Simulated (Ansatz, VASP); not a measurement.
## GaN in VASP and in Ansatz

```
Ga N
1.0
     0.00000    2.27441    2.27441
     2.27441    0.00000    2.27441
     2.27441    2.27441    0.00000
Ga N
1 1
Direct
  0.00000 0.00000 0.00000
  0.25000 0.25000 0.25000
```

Alike in both runs: functional PBE; k mesh 10 × 10 × 10; occupations gaussian, width 0.02 eV; no spin polarisation.

Ansatz relaxed the structure, and its values are those at the end. VASP's run is a single point on that final structure, the one shown.

|  | VASP | Ansatz |
| --- | --- | --- |
| version | VASP 6.6.1 | Ansatz 0.2.0 |
| potentials or method | VASP PAW PBE potentials, release 64 (Ga_d, N), cutoff 600 eV | scalar-relativistic, plane waves, PAW |
| valence electrons in the cell | 18 | 18 |

VASP gave:

| Item | Value |
| --- | --- |
| gap on the k mesh at the Fermi level (eV) | 1.55 |
| least direct gap on the mesh (eV) | 1.55 |
| pressure (GPa) | -0.1 |

**Question.** What did Ansatz give for the same quantities?

**Answer.** gap on the k mesh at the Fermi level (eV): 1.54; least direct gap on the mesh (eV): 1.54; pressure (GPa): 0.0.
